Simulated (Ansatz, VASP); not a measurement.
HgH5: VASP beside Ansatz

```
Hg H
1.0
     4.13592    0.00000    0.00000
    -2.06796    3.58182    0.00000
     0.00000    0.00000    2.76874
Hg H
1 5
Cartesian
  0.0000 0.0000 0.0000
  -1.0340 1.7909 1.3844
  0.0000 2.3879 0.0000
  2.0680 1.1939 0.0000
  2.0680 0.0000 1.3844
  1.0340 1.7909 1.3844
```

Change from the starting cell: species swapped into the LaCu5 type (P6/mmm, No. 191).

Alike in both runs: functional PBE; k mesh 12 × 12 × 14; occupations gaussian, width 0.1 eV; no spin polarisation.

Ansatz relaxed the structure, and its values are those at the end. VASP's run is a single point on that final structure, the one shown.

```csv
,VASP,Ansatz
version,VASP 6.6.1,Ansatz 0.2.0
potentials or method,"VASP PAW PBE potentials, release 64 (Hg_sv_GW, H), cutoff 500 eV","scalar-relativistic, plane waves, PAW"
valence electrons in the cell,25,25
```

VASP gave:

* gap on the k mesh at the Fermi level (eV): none
* pressure (GPa): -1.0

**Question.** Estimate Ansatz's values.

**Answer.** gap on the k mesh at the Fermi level (eV): none; pressure (GPa): 0.0.

A gap of «none» marks a metal or a gap that the smearing closes.

Neither program's run includes spin-orbit coupling.
